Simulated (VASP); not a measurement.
# TePb (Fm-3m) in VASP: single point with LDA

Aim: the single point of TePb with LDA.

Program: VASP 6.6.1. These are calculated values, not measurements. Logs are shortened: lines on timing, memory, paths and dates and some standing lists are left out, and cuts for length are marked.

### 1 The cell of the first run

Symmetry: Fm-3m, No. 225, cubic system. The conventional cell has a = 6.536 Å, b = 6.536 Å, c = 6.536 Å, α = 90.00°, β = 90.00°, γ = 90.00°. Pb (site symmetry m-3m) has 6 Te at 3.27 Å within 4.3 Å. Within 4.3 Å of Te (site symmetry m-3m) lie 6 Pb at 3.27 Å.

### 2 Single point, LDA

File INCAR:

```
SYSTEM = TePb
ALGO = Normal ; EDIFF = 1E-6
ENCUT = 500 ; GGA = CA
GGA_COMPAT = .False. ; ISIF = 2
ISMEAR = 0 ; LASPH = .True.
LCHARG = .False. ; LREAL = .False.
LWAVE = .False. ; NBANDS = 17
NELM = 120 ; PREC = Accurate
SIGMA = 0.01
```

File KPOINTS:

```
k-points
0
Gamma
  2 2 2
  0 0 0
```

File POSCAR:

```
TePb
1.0
    0.0000000000      3.2678368520      3.2678368520
    3.2678368520      0.0000000000      3.2678368520
    3.2678368520      3.2678368520      0.0000000000
Pb Te
1 1
Direct
    0.0000000000      0.0000000000      0.0000000000
    0.5000000000      0.5000000000      0.5000000000
```

Potentials or basis: VASP PAW LDA potentials, release 64 (Pb_d, Te).

Launch:

```
cat potpaw_LDA.64/Pb_d/POTCAR potpaw_LDA.64/Te/POTCAR > POTCAR
mpirun -np 1 vasp_std > vasp.out
```

OUTCAR:

```text
SYSTEM = TePb
   EDIFF = 1E-6
   ENCUT = 500
   GGA = CA
   ISIF = 2
   ISMEAR = 0
   LASPH = .True.
   LREAL = .False.
   NELM = 120
   PREC = Accurate

 ion  position               nearest neighbor table
   1  0.000  0.000  0.000-   2 3.27   2 3.27   2 3.27   2 3.27   2 3.27   2 3.27
   2  0.500  0.500  0.500-   1 3.27   1 3.27   1 3.27   1 3.27   1 3.27   1 3.27

  LATTYP: Found a face centered cubic cell.
 ALAT       =     6.5356737040

  Lattice vectors:

 A1 = (   0.0000000000,   3.2678368520,   3.2678368520)
 A2 = (   3.2678368520,   0.0000000000,   3.2678368520)
 A3 = (   3.2678368520,   3.2678368520,   0.0000000000)

Analysis of symmetry for initial positions (statically):
=====================================================================
 Subroutine PRICEL returns:
 Original cell was already a primitive cell.

 Routine SETGRP: Setting up the symmetry group for a
 face centered cubic supercell.

 Subroutine GETGRP returns: Found 48 space group operations
 (whereof 48 operations were pure point group operations)
 out of a pool of 48 trial point group operations.

The static configuration has the point symmetry O_h .

Analysis of symmetry for dynamics (positions and initial velocities):
=====================================================================
 Subroutine PRICEL returns:
 Original cell was already a primitive cell.

 Routine SETGRP: Setting up the symmetry group for a
 face centered cubic supercell.

 Subroutine GETGRP returns: Found 48 space group operations
 (whereof 48 operations were pure point group operations)
 out of a pool of 48 trial point group operations.

The dynamic configuration has the point symmetry O_h .

 Subroutine INISYM returns: Found 48 space group operations
 (whereof 48 operations are pure point group operations),
 and found     1 'primitive' translations

----------------------------------------------------------------------------------------

                                     Primitive cell

  volume of cell :      69.7929

  direct lattice vectors                    reciprocal lattice vectors
     0.000000000  3.267836852  3.267836852    -0.153006415  0.153006415  0.153006415
     3.267836852  0.000000000  3.267836852     0.153006415 -0.153006415  0.153006415
     3.267836852  3.267836852  0.000000000     0.153006415  0.153006415 -0.153006415

  length of vectors
     4.621419196  4.621419196  4.621419196     0.265014884  0.265014884  0.265014884

  position of ions in fractional coordinates (direct lattice)
     0.000000000  0.000000000  0.000000000
     0.500000000  0.500000000  0.500000000

  ion indices of the primitive-cell ions
   primitive index   ion index
                 1           1
                 2           2

----------------------------------------------------------------------------------------

 KPOINTS: k-points

Automatic generation of k-mesh.
 Grid dimensions read from file:
 generate k-points for:    2    2    2

 Generating k-lattice:

  Cartesian coordinates                     Fractional coordinates (reciprocal lattice)
    -0.076503207  0.076503207  0.076503207     0.500000000  0.000000000  0.000000000
     0.076503207 -0.076503207  0.076503207     0.000000000  0.500000000  0.000000000
     0.076503207  0.076503207 -0.076503207     0.000000000  0.000000000  0.500000000

  Length of vectors
     0.132507442  0.132507442  0.132507442

  Shift w.r.t. Gamma in fractional coordinates (k-lattice)
     0.000000000  0.000000000  0.000000000

 Subroutine IBZKPT returns following result:
 ===========================================

 Found      3 irreducible k-points:

 Following reciprocal coordinates:
            Coordinates               Weight
  0.000000  0.000000  0.000000      1.000000
  0.500000  0.000000  0.000000      4.000000
  0.500000  0.500000  0.000000      3.000000
   k-points           NKPTS =      3   k-points in BZ     NKDIM =      3   number of bands    NBANDS=     17
   number of dos      NEDOS =    301   number of ions     NIONS =      2
   total plane-waves  NPLWV =  46656
   dimension x,y,z NGX =    36 NGY =   36 NGZ =   36
   dimension x,y,z NGXF=    72 NGYF=   72 NGZF=   72
   ions per type =               1   1
   NGX,Y,Z   is equivalent  to a cutoff of  12.95, 12.95, 12.95 a.u.
   NGXF,Y,Z  is equivalent  to a cutoff of  25.90, 25.90, 25.90 a.u.
 SYSTEM =  TePb
   PREC   = accura    normal or accurate (medium, high low for compatibility)
   ISTART =      0    job   : 0-new  1-cont  2-samecut
   ICHARG =      2    charge: 1-file 2-atom 10-const
   ISPIN  =      1    spin polarized calculation?
   LNONCOLLINEAR =      F non collinear calculations
   LSORBIT =      F    spin-orbit coupling
   LASPH  =      T    aspherical Exc in radial PAW
   ENCUT  =  500.0 eV  36.75 Ry    6.06 a.u.   8.43  8.43  8.43*2*pi/ulx,y,z
   NELM   =    120;   NELMIN=  2; NELMDL= -5     # of ELM steps
   EDIFF  = 0.1E-05   stopping-criterion for ELM
   LREAL  =      F    real-space projection
   EDIFFG = 0.1E-04   stopping-criterion for IOM
   NSW    =      0    number of steps for IOM
   IBRION =     -1    ionic relax: 0-MD 1-quasi-New 2-CG
   NFREE  =      0    steps in history (QN), initial steepest desc. (CG)
   ISIF   =      2    stress and relaxation
   ISYM   =      2    0-nonsym 1-usesym 2-fastsym
   POTIM  = 0.5000    time-step for ionic-motion
   TEBEG  =    0.0;   TEEND  =   0.0 temperature during run
   PSTRESS=    0.0 pullay stress
   NELECT =      20.0000    total number of electrons
   NUPDOWN=      -1.0000    fix difference up-down
   EMIN   =  10.00;   EMAX   =-10.00  energy-range for DOS
   EFERMI =   0.00;   METHOD = LEGACY
   ISMEAR =     0;   SIGMA  =   0.01  broadening in eV -4-tet -1-fermi 0-gaus
   EFERMI_NEDOS =   21; number of points for ismear=-14 and -15
   IALGO  =     38    algorithm
   IMIX   =      4    mixing-type and parameters
     AMIX     =   0.40;   BMIX     =  1.00
     AMIX_MAG =   1.60;   BMIX_MAG =  1.00
  volume/ion in A,a.u.               =      34.90       235.49
  Fermi-wavevector in a.u.,A,eV,Ry     =   1.079314  2.039608 15.849680  1.164919
  Thomas-Fermi vector in A             =   2.215276
   LORBIT       =      0    0 simple, 1 ext, 2 COOP (PROOUT), +10 PAW based schemes
   GGA     = CA    functional components
   LHFCALC =     F    Hartree Fock is set to
   AEXX    =    0.0000 exact exchange contribution
   IVDW    =     0    specifies the selected vdW correction
   LEPSILON=     F    determine dielectric tensor
   LRPA    =     F    only Hartree local field effects (RPA)
 non-spin polarized calculation
 Gauss-broadening in eV      SIGMA  =   0.01
  energy-cutoff  :      500.00
  volume of cell :       69.79
 maximum number of plane-waves:      1807
 NGX is ok and might be reduce to    36
   NGX = 17   NGY = 17   NGZ = 17

 number of electron      20.0000002 magnetization

 Free energy of the ion-electron system (eV)
  ---------------------------------------------------
  ext. energy  EPLUGINS =         0.00000000
  ---------------------------------------------------
  free energy    TOTEN  =        -7.08928411 eV

  energy without entropy =       -7.08928411  energy(sigma->0) =       -7.08928411

 E-fermi :   5.2412     XC(G=0):  -9.3798

 val. band max:        5.1789194433   @ k =   0.5000   0.0000   0.0000
 cond. band min:       5.6786322433   @ k =   0.5000   0.0000   0.0000
 fundamental gap:      0.4997128000
 Fermi energy:         5.2411934893

 k-point     1 :       0.0000    0.0000    0.0000
  band No.  band energies     occupation
      1     -11.9476      2.00000
      2     -11.9476      2.00000
      3     -11.9472      2.00000
      4     -11.9472      2.00000
      5     -11.9472      2.00000
      6      -6.5569      2.00000
[... 9 lines left out ...]
     16      10.8991      0.00000
     17      12.3736      0.00000

 k-point     2 :       0.5000    0.0000    0.0000
  band No.  band energies     occupation
      1     -11.9601      2.00000
      2     -11.9601      2.00000
      3     -11.9448      2.00000
      4     -11.9313      2.00000
      5     -11.9313      2.00000
      6      -4.9698      2.00000
[... 9 lines left out ...]
     16      14.3380      0.00000
     17      14.3380      0.00000

 k-point     3 :       0.5000    0.5000    0.0000
  band No.  band energies     occupation
      1     -11.9922      2.00000
      2     -11.9555      2.00000
      3     -11.9380      2.00000
      4     -11.9250      2.00000
      5     -11.9250      2.00000
      6      -4.8314      2.00000
[... 9 lines left out ...]
     16      15.7239      0.00000
     17      15.8410      0.00000

------------------------ aborting loop because EDIFF is reached ----------------------------------------

  FORCE on cell =-STRESS in cart. coord.  units (eV):
  Direction    XX          YY          ZZ          XY          YZ          ZX
  --------------------------------------------------------------------------------------
  -------------------------------------------------------------------------------------
  Total        1.5958018      1.5958018      1.5958018      0.0000000     -0.0000000     -0.0000000
  in kB       36.6335011     36.6335011     36.6335011      0.0000000     -0.0000000     -0.0000000
  external PRESSURE =      36.6335011 kB  Pullay stress =       0.0000000 kB

 VOLUME and BASIS-vectors are now :
 -----------------------------------------------------------------------------
  energy-cutoff  :      500.00
  volume of cell :       69.79
      direct lattice vectors                 reciprocal lattice vectors
     0.000000000  3.267836852  3.267836852    -0.153006415  0.153006415  0.153006415
     3.267836852  0.000000000  3.267836852     0.153006415 -0.153006415  0.153006415
     3.267836852  3.267836852  0.000000000     0.153006415  0.153006415 -0.153006415

 POSITION                                       TOTAL-FORCE (eV/Angst)
 -----------------------------------------------------------------------------------
      0.00000      0.00000      0.00000        -0.000000      0.000000      0.000000
      3.26784      3.26784      3.26784         0.000000     -0.000000     -0.000000
 -----------------------------------------------------------------------------------
    total drift:                               -0.000000      0.000000      0.000000

  FREE ENERGIE OF THE ION-ELECTRON SYSTEM (eV)
  ---------------------------------------------------
  free  energy   TOTEN  =        -7.0892841132 eV

  energy  without entropy=       -7.0892841132  energy(sigma->0) =       -7.08928411
```

Run time: 8.8 s. Hardware: 1 thread of Intel Xeon 8259CL, shared host; peak memory 0.17 GiB.

What came out:

- Free energy: -7.0893 eV
- Pressure: 3.7 GPa
- Band gap on the k mesh: 0.50 eV, direct

Caveat: the k points lie up to 0.83 Å⁻¹ apart; spin-orbit coupling is left out, which moves the levels of the heavy elements.
